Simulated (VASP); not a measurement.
Wanted: the native input for a VASP 6.6.1 run.

```yaml
Task: single point
Functional: PBEsol
Potentials_or_basis: VASP PAW PBE potentials, release 64 (Zn, S, Se)
Cutoff: 520 eV
k_mesh: 8 × 8 × 4
Occupations: gaussian, width 0.02 eV
Spin: no spin polarisation
Dipole_correction: no
Further_INCAR_settings: ALGO = Normal; EDIFF = 1e-07; NBANDS = 46
```

The structure of Zn4Se3S lies in POSCAR:

```
Zn4Se3S
1.0
   -2.8060996083      2.8060996083      0.0000000000
   -2.8068721833     -5.6129717916      2.7663484956
    2.8071867991      2.8071867991      5.5343887712
Zn S Se
4 1 3
Direct
    0.0075614701      0.0151229402      0.0019456731
    0.7461098890      0.4922197779      0.2386128358
    0.4981483752     -0.0037032495      0.4997929540
    0.2482532482      0.4965064964      0.7599039094
    0.1883592442      0.3767184883      0.0635385505
    0.9357812143      0.8715624286      0.3079292791
    0.6873785330      0.3747570660      0.5618523915
    0.4384080261      0.8768160521      0.8164244065
```

This cell differs from its parent crystal: strained cell.

One way to write it, as run:

INCAR

```
SYSTEM = Zn4Se3S
  PREC = Accurate
  ENCUT = 520
  EDIFF = 1E-7
  ISMEAR = 0
  SIGMA = 0.02
  LREAL = .FALSE.
  LASPH = .TRUE.
  NELM = 80
  ALGO = Normal
  ISIF = 2
  LWAVE = .FALSE.
  LCHARG = .FALSE.
  GGA = PS
  NBANDS = 46
```

KPOINTS

```
regular mesh
0
G
  8 8 4
  0 0 0
```

Potentials or basis: VASP PAW PBE potentials, release 64 (Zn, S, Se).

The run is started by

```console
$ cat potpaw_PBE.64/Zn/POTCAR potpaw_PBE.64/S/POTCAR potpaw_PBE.64/Se/POTCAR > POTCAR
$ mpirun -np 1 vasp_std > vasp.out
```

Results of the run:

The pressure is -0.6 GPa, the largest force is 0.004 eV/Å and the band gap on the k mesh is 1.31 eV.

Caveat: the cell differs from its parent crystal (strained cell); the PAW data sets were made with another functional, which shifts forces and pressure a little.

It took 19 min on 1 thread of AMD EPYC 7R43 64-Core Processor (Zen 3), on a shared host, peak memory 0.58 GiB.
